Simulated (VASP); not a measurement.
# Co3Sn2 (P-6m2) in VASP: a series of runs

Runs on Co3Sn2. Level: PBEsol. Tasks: single point, relaxation of cell and atoms.

Program: VASP 6.6.1. These are calculated values, not measurements. Logs are shortened: lines on timing, memory, paths and dates and some standing lists are left out, and cuts for length are marked.

**1. The cell of the first run**

The structure is hexagonal, space group P-6m2 (No. 187). Conventional cell: a = 4.107 Å, b = 4.107 Å, c = 4.928 Å, α = 90.00°, β = 90.00°, γ = 120.00°. Within 3.2 Å of Co (site symmetry 3m) lie 5 Co at 2.43 to 2.68 Å and 6 Sn at 2.66 to 2.68 Å. Co (site symmetry -6m2) has 5 Sn at 2.37 to 2.46 Å and 6 Co at 2.68 Å within 3.1 Å. Sn (site symmetry -6m2) has 8 Co at 2.46 to 2.66 Å and 6 Sn at 3.42 Å within 3.5 Å. Sn (site symmetry -6m2) has 9 Co at 2.37 to 2.68 Å within 3.1 Å.

**2. Single point, PBEsol**

INCAR reads:

```
SYSTEM = Co3Sn2
ALGO     = Fast           ! electronic algorithm
EDIFF    = 1E-6           ! SCF threshold, eV
ENCUT    = 520            ! plane-wave cutoff, eV
GGA      = PS             ! functional
ISIF     = 2              ! what is computed and relaxed
ISMEAR   = 0              ! smearing method
LASPH    = .TRUE.         ! aspherical terms in the spheres
LCHARG   = .TRUE.         ! write CHGCAR
LELF     = .TRUE.         ! ELF
LREAL    = .FALSE.        ! projectors in reciprocal space
LVHAR    = .TRUE.       
LWAVE    = .FALSE.        ! write WAVECAR
NBANDS   = 36             ! bands
NELM     = 80             ! most SCF steps
PREC     = Accurate       ! precision mode
SIGMA    = 0.1            ! smearing width, eV
```

KPOINTS reads:

```
k-points
0
G
  12 12 8
  0 0 0
```

POSCAR reads:

```
Co3Sn2
1.0
    4.1072349734      0.0000000000      0.0000000000
   -2.0536174867      3.5569698262      0.0000000000
    0.0000000000      0.0000000000      4.9279655845
Co Sn
3 2
Direct
    0.0000000000      0.0000000000      0.7463570000
    0.0000000000      0.0000000000      0.2536430000
    0.6666666667      0.3333333333      0.0000000000
    0.6666666667      0.3333333333      0.5000000000
    0.3333333333      0.6666666667      0.0000000000
```

Potentials or basis: VASP PAW PBE potentials, release 64 (Co, Sn_d).

Launch:

```console
$ cat potpaw_PBE.64/Co/POTCAR potpaw_PBE.64/Sn_d/POTCAR > POTCAR
$ mpirun -np 1 vasp_std > vasp.out
```

OUTCAR:

```text
SYSTEM = Co3Sn2
   EDIFF = 1E-6
   ENCUT = 520
   GGA = PS
   ISIF = 2
   ISMEAR = 0
   LASPH = .TRUE.
   LREAL = .FALSE.
   NELM = 80
   PREC = Accurate

 ion  position               nearest neighbor table
   1  0.000  0.000  0.746-   2 2.43   2 2.50   4 2.66   4 2.66   4 2.66   5 2.68   3 2.68   3 2.68
                             5 2.68   3 2.68   5 2.68
   2  0.000  0.000  0.254-   1 2.43   1 2.50   4 2.66   4 2.66   4 2.66   3 2.68   5 2.68   3 2.68
                             5 2.68   3 2.68   5 2.68
   3  0.667  0.333  0.000-   5 2.37   5 2.37   5 2.37   4 2.46   4 2.46   1 2.68   2 2.68   1 2.68
                             2 2.68   1 2.68   2 2.68
   4  0.667  0.333  0.500-   3 2.46   3 2.46   1 2.66   2 2.66   1 2.66   2 2.66   1 2.66   2 2.66
                             5 3.42   5 3.42   5 3.42   5 3.42   5 3.42   5 3.42
   5  0.333  0.667  0.000-   3 2.37   3 2.37   3 2.37   1 2.68   2 2.68   2 2.68   1 2.68   2 2.68
                             1 2.68   4 3.42   4 3.42   4 3.42   4 3.42   4 3.42   4 3.42

  LATTYP: Found a hexagonal cell.
 ALAT       =     4.1072349734
 C/A-ratio  =     1.1998255801

  Lattice vectors:

 A1 = (   4.1072349734,   0.0000000000,   0.0000000000)
 A2 = (  -2.0536174867,   3.5569698262,   0.0000000000)
 A3 = (   0.0000000000,   0.0000000000,   4.9279655845)

Analysis of symmetry for initial positions (statically):
=====================================================================
 Subroutine PRICEL returns:
 Original cell was already a primitive cell.

 Routine SETGRP: Setting up the symmetry group for a
 hexagonal supercell.

 Subroutine GETGRP returns: Found 12 space group operations
 (whereof 12 operations were pure point group operations)
 out of a pool of 24 trial point group operations.

The static configuration has the point symmetry D_3h.

Analysis of symmetry for dynamics (positions and initial velocities):
=====================================================================
 Subroutine PRICEL returns:
 Original cell was already a primitive cell.

 Routine SETGRP: Setting up the symmetry group for a
 hexagonal supercell.

 Subroutine GETGRP returns: Found 12 space group operations
 (whereof 12 operations were pure point group operations)
 out of a pool of 24 trial point group operations.

The dynamic configuration has the point symmetry D_3h.

 Subroutine INISYM returns: Found 12 space group operations
 (whereof 12 operations are pure point group operations),
 and found     1 'primitive' translations

----------------------------------------------------------------------------------------

                                     Primitive cell

  volume of cell :      71.9942

  direct lattice vectors                    reciprocal lattice vectors
     4.107234973  0.000000000  0.000000000     0.243472800  0.140569087  0.000000000
    -2.053617487  3.556969826  0.000000000     0.000000000  0.281138173  0.000000000
     0.000000000  0.000000000  4.927965584     0.000000000  0.000000000  0.202923495

  length of vectors
     4.107234973  4.107234973  4.927965584     0.281138173  0.281138173  0.202923495

  position of ions in fractional coordinates (direct lattice)
     0.000000000  0.000000000  0.746357000
     0.000000000  0.000000000  0.253643000
     0.666666667  0.333333333  0.000000000
     0.666666667  0.333333333  0.500000000
     0.333333333  0.666666667  0.000000000

  ion indices of the primitive-cell ions
   primitive index   ion index
                 1           1
                 2           2
                 3           3
                 4           4
                 5           5

----------------------------------------------------------------------------------------

 KPOINTS: k-points

Automatic generation of k-mesh.
 Grid dimensions read from file:
 generate k-points for:   12   12    8

 Generating k-lattice:

  Cartesian coordinates                     Fractional coordinates (reciprocal lattice)
     0.020289400  0.011714091  0.000000000     0.083333333  0.000000000  0.000000000
     0.000000000  0.023428181  0.000000000     0.000000000  0.083333333  0.000000000
     0.000000000  0.000000000  0.025365437     0.000000000  0.000000000  0.125000000

  Length of vectors
     0.023428181  0.023428181  0.025365437

  Shift w.r.t. Gamma in fractional coordinates (k-lattice)
     0.000000000  0.000000000  0.000000000

 Subroutine IBZKPT returns following result:
 ===========================================

 Found     95 irreducible k-points:

 Following reciprocal coordinates:
            Coordinates               Weight
  0.000000  0.000000  0.000000      1.000000
  0.083333 -0.000000  0.000000      6.000000
  0.166667 -0.000000  0.000000      6.000000
  0.250000  0.000000  0.000000      6.000000
  0.333333 -0.000000  0.000000      6.000000
  0.416667  0.000000  0.000000      6.000000
[... 16 lines left out ...]
  0.250000  0.000000  0.125000     12.000000
[... 35 lines left out ...]
   ISMEAR =     0;   SIGMA  =   0.10  broadening in eV -4-tet -1-fermi 0-gaus
   EFERMI_NEDOS =   21; number of points for ismear=-14 and -15
   IALGO  =     68    algorithm
   IMIX   =      4    mixing-type and parameters
     AMIX     =   0.40;   BMIX     =  1.00
     AMIX_MAG =   1.60;   BMIX_MAG =  1.00
  volume/ion in A,a.u.               =      14.40        97.17
  Fermi-wavevector in a.u.,A,eV,Ry     =   1.496568  2.828104 30.473203  2.239717
  Thomas-Fermi vector in A             =   2.608568
   LORBIT       =      0    0 simple, 1 ext, 2 COOP (PROOUT), +10 PAW based schemes
   GGA     = PS    functional components
   LHFCALC =     F    Hartree Fock is set to
   AEXX    =    0.0000 exact exchange contribution
   IVDW    =     0    specifies the selected vdW correction
   LEPSILON=     F    determine dielectric tensor
   LRPA    =     F    only Hartree local field effects (RPA)
 non-spin polarized calculation
 RMM-DIIS sequential band-by-band and
 Gauss-broadening in eV      SIGMA  =   0.10
  energy-cutoff  :      520.00
  volume of cell :       71.99
 maximum number of plane-waves:      1962
 NGX is ok and might be reduce to    32
   NGX = 15   NGY = 15   NGZ = 19

 number of electron      54.9999988 magnetization

 Free energy of the ion-electron system (eV)
  ---------------------------------------------------
  ext. energy  EPLUGINS =         0.00000000
  ---------------------------------------------------
  free energy    TOTEN  =       -31.49698065 eV

  energy without entropy =      -31.45448380  energy(sigma->0) =      -31.47573222

 E-fermi :  10.7737     XC(G=0): -12.6688

 val. band max:       10.7728470652   @ k =   0.2500   0.0833   0.0000
 cond. band min:      10.7743600652   @ k =   0.4167   0.0000   0.5000
 fundamental gap:      0.0015130000
 Fermi energy:        10.7737081909

 k-point     1 :       0.0000    0.0000    0.0000
  band No.  band energies     occupation
      1     -10.3158      2.00000
      2     -10.2722      2.00000
      3     -10.2722      2.00000
      4     -10.2116      2.00000
      5     -10.2116      2.00000
      6     -10.1393      2.00000
[... 28 lines left out ...]
     35      16.7005      0.00000
     36      17.6928      0.00000

 k-point     2 :       0.0833   -0.0000    0.0000
  band No.  band energies     occupation
      1     -10.3145      2.00000
      2     -10.2732      2.00000
      3     -10.2715      2.00000
      4     -10.2145      2.00000
      5     -10.2107      2.00000
      6     -10.1373      2.00000
[... 28 lines left out ...]
     35      17.1111      0.00000
     36      17.5956      0.00000

 k-point     3 :       0.1667   -0.0000    0.0000
  band No.  band energies     occupation
      1     -10.3112      2.00000
      2     -10.2758      2.00000
      3     -10.2698      2.00000
      4     -10.2220      2.00000
      5     -10.2082      2.00000
      6     -10.1326      2.00000
[... 28 lines left out ...]
     35      17.0818      0.00000
     36      18.0520      0.00000
[... 742 lines left out ...]
 k-point    23 :       0.2500    0.0000    0.1250
  band No.  band energies     occupation
      1     -10.3056      2.00000
      2     -10.2768      2.00000
      3     -10.2686      2.00000
      4     -10.2308      2.00000
      5     -10.2060      2.00000
      6     -10.1237      2.00000
[... 28 lines left out ...]
     35      17.3354      0.00000
     36      18.4265      0.00000

 k-point    24 :       0.3333   -0.0000    0.1250
  band No.  band energies     occupation
      1     -10.3014      2.00000
      2     -10.2794      2.00000
      3     -10.2690      2.00000
      4     -10.2380      2.00000
      5     -10.2023      2.00000
      6     -10.1190      2.00000
[... 28 lines left out ...]
     35      17.1059      0.00000
     36      19.0832      0.00000

 [... further k-points ...]

------------------------ aborting loop because EDIFF is reached ----------------------------------------

  FORCE on cell =-STRESS in cart. coord.  units (eV):
  Direction    XX          YY          ZZ          XY          YZ          ZX
  --------------------------------------------------------------------------------------
  -------------------------------------------------------------------------------------
  Total        1.6955909      1.6955909      3.5852055      0.0000000     -0.0000000     -0.0000000
  in kB       37.7341242     37.7341242     79.7861015      0.0000000     -0.0000000     -0.0000000
  external PRESSURE =      51.7514499 kB  Pullay stress =       0.0000000 kB

 VOLUME and BASIS-vectors are now :
 -----------------------------------------------------------------------------
  energy-cutoff  :      520.00
  volume of cell :       71.99
      direct lattice vectors                 reciprocal lattice vectors
     4.107234973  0.000000000  0.000000000     0.243472800  0.140569087  0.000000000
    -2.053617487  3.556969826  0.000000000     0.000000000  0.281138173  0.000000000
     0.000000000  0.000000000  4.927965584     0.000000000  0.000000000  0.202923495

 POSITION                                       TOTAL-FORCE (eV/Angst)
 -----------------------------------------------------------------------------------
      0.00000      0.00000      3.67802         0.000000     -0.000000      0.205993
      0.00000      0.00000      1.24994         0.000000     -0.000000     -0.205993
      2.05362      1.18566      0.00000         0.000000     -0.000000      0.000000
      2.05362      1.18566      2.46398         0.000000     -0.000000      0.000000
     -0.00000      2.37131      0.00000        -0.000000      0.000000      0.000000
 -----------------------------------------------------------------------------------
    total drift:                               -0.000004      0.000002     -0.000000

  FREE ENERGIE OF THE ION-ELECTRON SYSTEM (eV)
  ---------------------------------------------------
  free  energy   TOTEN  =       -31.4969806479 eV

  energy  without entropy=      -31.4544837954  energy(sigma->0) =      -31.47573222
```

It took 6.5 min on 1 thread of Intel Xeon 8259CL, shared host; peak memory 0.34 GiB.

Results:

| Quantity | Value |
| --- | --- |
| Free energy | -31.4970 eV |
| Pressure | 5.2 GPa |
| Largest force | 0.206 eV/Å |
| Band gap on the k mesh | zero (an odd number of electrons rules out a gap without spin polarisation) |

Forces on the atoms (eV/Å):
```
Co   0.000  0.000  0.206
Co   0.000  0.000 -0.206
Co   0.000  0.000  0.000
Sn   0.000  0.000  0.000
Sn   0.000  0.000  0.000
```

Caveat: the cell stands under pressure; the PAW data sets were made with another functional, which shifts forces and pressure a little; spin-orbit coupling is left out, which moves the levels of the heavy elements; the run has no spin polarisation, though such a crystal can be magnetic.

**3. Single point, PBEsol, collinear spin, ferromagnetic start**

This run uses another cell than the first one, of 15.65 Å³/atom.

INCAR reads:

```
PREC = Accurate
ENCUT = 520
EDIFF = 1E-7
ISMEAR = 0
SIGMA = 0.1
LREAL = False
LASPH = True
NELM = 150
ALGO = Fast
ISIF = 2
LWAVE = False
LCHARG = False
ISPIN = 2
MAGMOM = 1.25 1.25 0.55 0 0
LORBIT = 11
LMAXMIX = 4
GGA = PS
NBANDS = 40
```

KPOINTS reads:

```
Automatic mesh
0
Gamma
  12 12 10
```

POSCAR, as its differences from that of step 2:

```diff
@@ -2,5 +2,5 @@
 1.0
-    4.1072349734      0.0000000000      0.0000000000
-   -2.0536174867      3.5569698262      0.0000000000
-    0.0000000000      0.0000000000      4.9279655845
+    4.2229921449      0.0000000000      0.0000000000
+   -2.1114960725      3.6572184775      0.0000000000
+    0.0000000000      0.0000000000      5.0668540000
 Co Sn
```

Potentials or basis: VASP PAW PBE potentials, release 64 (Co, Sn_d).

Launch:

```console
$ cat potpaw_PBE.64/Co/POTCAR potpaw_PBE.64/Sn_d/POTCAR > POTCAR
$ mpirun -np 1 vasp_std > vasp.out
```

Wall time 14 min (1 thread of Oxide Virtual Turin-like, shared host); peak memory 0.55 GiB.

Results (log left out):

```yaml
Free_energy: -31.6099 eV
Pressure: -6.0 GPa
Largest_force: 0.004 eV/Å
Net_moment: 2.53 μB per cell
Site_moments: Co +1.11, +0.48 (each value once); Sn -0.05 μB
Valence_electrons_inside_the_program's_atomic_spheres: Co 8.13, 8.45 (each value once); Sn 12.38, 12.51
```

Forces in eV/Å, atoms in the order of the input:
```
Co   0.000  0.000  0.004
Co   0.000  0.000 -0.004
Co   0.000  0.000  0.000
Sn   0.000  0.000  0.000
Sn   0.000  0.000  0.000
```

Stress tensor (GPa, compression positive):
```
-5.94  0.00  0.00
 0.00 -5.94  0.00
 0.00  0.00 -6.07
```

Levels at points of the mesh, in eV from the Fermi level:
Spin up:
```
           k point  band 27  band 28  band 29  band 30  band 31  band 32
(0.00, 0.00, 0.00)    -0.43     0.45     2.13     2.13     3.23     3.50
(0.50, 0.00, 0.00)    -0.93    -0.89    -0.69    -0.23     1.26     2.47
(0.00, 0.00, 0.50)    -0.79     1.92     3.05     3.42     3.42     3.70
(0.50, 0.00, 0.50)    -0.96    -0.70    -0.49     0.61     1.85     2.51
```
Spin down:
| k point | band 25 | band 26 | band 27 | band 28 | band 29 | band 30 |
| --- | --- | --- | --- | --- | --- | --- |
| (0.00, 0.00, 0.00) | -0.06 | 0.49 | 0.49 | 1.36 | 2.39 | 2.39 |
| (0.50, 0.00, 0.00) | -0.27 | -0.23 | -0.15 | 0.26 | 0.43 | 0.52 |
| (0.00, 0.00, 0.50) | -0.01 | 0.01 | 0.01 | 1.95 | 3.15 | 3.67 |
| (0.50, 0.00, 0.50) | -0.35 | -0.27 | -0.11 | 0.22 | 0.25 | 1.35 |

Caveat: the cell stands under tension; the PAW data sets were made with another functional, which shifts forces and pressure a little; spin-orbit coupling is left out, which moves the levels of the heavy elements.

**4. Relaxation of cell and atoms, PBEsol, collinear spin, ferromagnetic start**

This run uses another cell than the first one, of 15.65 Å³/atom.

INCAR reads:

```
ALGO = Fast ; EDIFF = 1E-6
EDIFFG = -0.01 ; ENCUT = 600
GGA = PS ; IBRION = 2
ISIF = 3 ; ISMEAR = 0
ISPIN = 2 ; LASPH = True
LCHARG = False ; LMAXMIX = 4
LORBIT = 11 ; LREAL = False
LWAVE = False ; MAGMOM = 1.25 1.25 0.55 0 0
NELM = 150 ; NSW = 80
PREC = Accurate ; SIGMA = 0.1
```

KPOINTS reads:

```
k-points
0
Gamma
  6 6 6
```

POSCAR is that of step 3.

Launch:

```console
$ cat potpaw_PBE.64/Co/POTCAR potpaw_PBE.64/Sn_d/POTCAR > POTCAR
$ mpirun -np 1 vasp_std > vasp.out
```

Run time: 26 min. Hardware: 1 thread of Oxide Virtual Turin-like, shared host; peak memory 0.32 GiB.

It converged, with:

- Free energy: -31.6695 eV
- Relaxed volume: 14.98 Å³/atom
- Relaxed cell: a = 4.162 Å, b = 4.162 Å, c = 4.994 Å, α = 90.00°, β = 90.00°, γ = 120.00°
- Space group after relaxing (to 0.1 Å): P-6m2 (No. 187)
- Energy gained by relaxing: 12.0 meV/atom
- Ionic steps: 6
- Pressure after relaxing: 0.1 GPa
- Largest force after relaxing: 0.007 eV/Å
- Net moment: 2.36 μB per cell
- Site moments: Co +1.02, +0.46 (each value once); Sn -0.05 μB
- Valence electrons inside the program's atomic spheres: Co 8.21, 8.54 (each value once); Sn 12.44, 12.58

Forces in eV/Å, atoms in the order of the input:
```
Co   0.000  0.000 -0.007
Co   0.000  0.000  0.007
Co   0.000  0.000  0.000
Sn   0.000  0.000  0.000
Sn   0.000  0.000  0.000
```

Step by step:
| step | energy change (eV) | largest force (eV/Å) | pressure (GPa) | volume (Å³) |
| --- | --- | --- | --- | --- |
| 1 | 0.0000 | 0.0126 | -5.64 | 78.25 |
| 2 | -0.0097 | 0.0452 | 6.12 | 72.18 |
| 3 | -0.0601 | 0.0196 | -0.07 | 74.97 |
| 4 | -0.0601 | 0.0206 | 0.05 | 74.91 |
| 5 | -0.0602 | 0.0104 | 0.08 | 74.90 |
| 6 | -0.0602 | 0.0068 | 0.06 | 74.90 |

Final structure:
```
Co Sn
1.0
     4.16159    0.00000    0.00000
    -2.08080    3.60404    0.00000
     0.00000    0.00000    4.99391
Co Sn
3 2
Direct
  0.00000 0.00000 0.74617
  0.00000 0.00000 0.25383
  0.66667 0.33333 0.00000
  0.66667 0.33333 0.50000
  0.33333 0.66667 0.00000
```

Levels at points of the mesh, in eV from the Fermi level:
Spin up:
```tsv
k point	band 26	band 27	band 28	band 29	band 30	band 31	band 32	band 33
(0.00, 0.00, 0.00)	-0.59	-0.40	0.60	2.27	2.27	3.45	3.71	3.71
(0.50, 0.00, 0.00)	-0.96	-0.92	-0.83	-0.65	-0.16	1.50	2.65	3.74
(0.00, 0.00, 0.50)	-0.77	-0.77	2.14	3.39	3.61	3.61	3.93	3.93
(0.50, 0.00, 0.50)	-1.01	-0.92	-0.66	-0.46	0.71	1.98	2.71	3.55
```
Spin down:
```
           k point  band 23  band 24  band 25  band 26  band 27  band 28  band 29  band 30  band 31  band 32
(0.00, 0.00, 0.00)    -0.11    -0.09    -0.09     0.49     0.49     1.42     2.51     2.51     3.47     4.04
(0.50, 0.00, 0.00)    -0.67    -0.41    -0.31    -0.27    -0.17     0.24     0.41     0.53     1.98     3.06
(0.00, 0.00, 0.50)    -0.76    -0.03    -0.03    -0.02    -0.02     2.17     3.48     3.85     3.85     4.24
(0.50, 0.00, 0.50)    -0.90    -0.75    -0.40    -0.30    -0.14     0.21     0.24     1.40     2.42     3.01
```

Caveat: the PAW data sets were made with another functional, which shifts forces and pressure a little; spin-orbit coupling is left out, which moves the levels of the heavy elements.

**5. Overview**

| task | spin | cell | k mesh | cutoff (eV) | gap on the mesh (eV) | pressure (GPa) | moment (μB) | largest force (eV/Å) |
| --- | --- | --- | --- | --- | --- | --- | --- | --- |
| single point | off | a = 4.107, b = 4.107, c = 4.928 Å, angles 90.0, 90.0, 120.0°, 5 atoms | 12 × 12 × 8 | 520 | none | 5.2 | - | 0.21 |
| single point | collinear, ferromagnetic start | a = 4.223, b = 4.223, c = 5.067 Å, angles 90.0, 90.0, 120.0°, 5 atoms | 12 × 12 × 10 | 520 | none | -6.0 | 2.53 | - |
| relaxation of cell and atoms | collinear, ferromagnetic start | relaxed from a = 4.223, b = 4.223, c = 5.067 Å, angles 90.0, 90.0, 120.0°, 5 atoms | 6 × 6 × 6 | 600 | none | 0.1 | 2.36 | 0.01 |

Alike in all rows: level PBEsol; potentials or basis VASP PAW PBE potentials, release 64 (Co, Sn_d); smearing gaussian 0.1 eV.

Caveats: the PAW data sets were made with another functional, which shifts forces and pressure a little; spin-orbit coupling is left out, which moves the levels of the heavy elements; the cell stands under pressure (at least some runs); the cell stands under tension (at least some runs).

Absolute energies hang on the potentials; compare differences alone.
